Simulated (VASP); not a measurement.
HfO2, 6 atoms in the cell. The structure is orthorhombic, space group Cmm2 (No. 35). The conventional cell has a = 6.903 Å, b = 6.903 Å, c = 3.238 Å, α = 90.00°, β = 90.00°, γ = 90.00°. Within 2.6 Å of Hf (site symmetry mm2) lie 6 O at 1.98 to 2.24 Å. Within 2.8 Å of Hf (site symmetry mm2) lie 6 O at 2.10 to 2.11 Å. Within 2.7 Å of O (site symmetry m) lie 3 Hf at 1.98 to 2.24 Å and 1 O at 2.69 Å. O (site symmetry m) has 3 Hf at 2.10 to 2.11 Å and 1 O at 2.69 Å within 2.8 Å.  This cell differs from its parent crystal: atom 1 (Hf) moved by +0.000 Å along [1 1 0] and -0.172 Å along [0 0 1].

```yaml
Program: VASP 6.6.1
Task: single point
Functional: PBE
Potentials_or_basis: VASP PAW PBE potentials, release 64 (Hf_pv, O)
Cutoff: 520 eV
k_mesh: 6 × 6 × 8
Occupations: gaussian, width 0.05 eV
Spin: no spin polarisation
Dipole_correction: no
Further_INCAR_settings: ALGO = Normal; EDIFF = 1e-06; NBANDS = 31
```

Potentials or basis: VASP PAW PBE potentials, release 64 (Hf_pv, O).

The run is started by

```sh
$ cat potpaw_PBE.64/Hf_pv/POTCAR potpaw_PBE.64/O/POTCAR > POTCAR
$ mpirun -np 1 vasp_std > vasp.out
```

Hardware: 1 thread of Intel Xeon 8259CL, on a shared host.

Problem. How long does it take, and how much memory?

Solution. Wall time 110 s on 1 thread of Intel Xeon 8259CL (shared host), peak memory 0.26 GiB. Counts: scf iterations 14, k points 65.
